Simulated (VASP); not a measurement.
Input of a VASP 6.6.1 run:

Contents of INCAR:

```
ALGO = Normal ; EDIFF = 1E-7
EDIFFG = -0.005 ; ENCUT = 500
GGA = PE ; GGA_COMPAT = F
IBRION = 2 ; ISIF = 3
ISMEAR = 0 ; IVDW = 12
LASPH = T ; LCHARG = F
LREAL = F ; LWAVE = F
NELM = 120 ; NELMIN = 4
NSW = 100 ; PREC = Accurate
SIGMA = 0.1
```

The input KPOINTS:

```
k-points
0
Gamma
  12 12 8
```

POSCAR

```
Te2Pt
1.0
    4.0530227958      0.0000000000      0.0000000000
   -2.0265113979      3.5100207032      0.0000000000
    0.0000000000      0.0000000000      5.1326658972
Te Pt
2 1
Direct
    0.3333333333      0.6666666667      0.2644490440
    0.6666666667      0.3333333333      0.7355509560
    0.0000000000      0.0000000000      0.0000000000
```

Potentials or basis: VASP PAW PBE potentials, release 64 (Te, Pt).

Run with:

```sh
$ cat potpaw_PBE.64/Te/POTCAR potpaw_PBE.64/Pt/POTCAR > POTCAR
$ mpirun -np 1 vasp_std > vasp.out
```

Question: Predict the relaxed cell.

Answer: a = 4.050 Å, b = 4.050 Å, c = 5.088 Å, α = 90.00°, β = 90.00°, γ = 120.00°.

Question: Estimate the dispersion energy per atom.

Answer: -0.567 eV.

Final structure:
```
Te Pt
1.0
     4.04960    0.00000    0.00000
    -2.02480    3.50705    0.00000
     0.00000    0.00000    5.08755
Te Pt
2 1
Direct
  0.33333 0.66667 0.26735
  0.66667 0.33333 0.73265
  0.00000 0.00000 0.00000
```
